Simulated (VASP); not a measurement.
# Be: single point with PBE

Be:

```
CELL_PARAMETERS angstrom
2.26567 0.00000 0.00000
-1.13284 1.96213 0.00000
0.00000 0.00000 3.55870
ATOMIC_POSITIONS crystal
Be 0.33333 0.66667 0.25000
Be 0.66667 0.33333 0.75000
```

```
Program             : VASP 6.6.1
Task                : single point
Functional          : PBE
Potentials or basis : VASP PAW PBE potentials, release 64 (Be)
Cutoff              : 520 eV
k mesh              : 6 × 6 × 3
Occupations         : fermi-dirac, width 0.1 eV
Spin                : no spin polarisation
```

```
Pressure               : 0.7 GPa
Band gap on the k mesh : zero (band 2 reaches 6.73 eV, above the bottom of band 3 at 5.91 eV)
```

Stress tensor (GPa, compression positive):
```
 5.38  0.00  0.00
 0.00  5.38  0.00
 0.00  0.00 -8.74
```

Levels at points of the mesh, in eV from the Fermi level:
| k point | band 1 | band 2 | band 3 | band 4 | band 5 |
| --- | --- | --- | --- | --- | --- |
| (0.00, 0.00, 0.00) | -10.83 | -3.90 | 1.67 | 16.46 | 16.46 |
| (0.50, 0.00, 0.00) | -4.49 | -2.63 | 4.16 | 7.02 | 7.30 |

Wall time 2.5 s on 1 thread of Intel(R) Xeon(R) Platinum 8488C (Sapphire Rapids) (shared host), peak memory 0.11 GiB.

Caveat: the k points lie up to 0.59 Å⁻¹ apart.
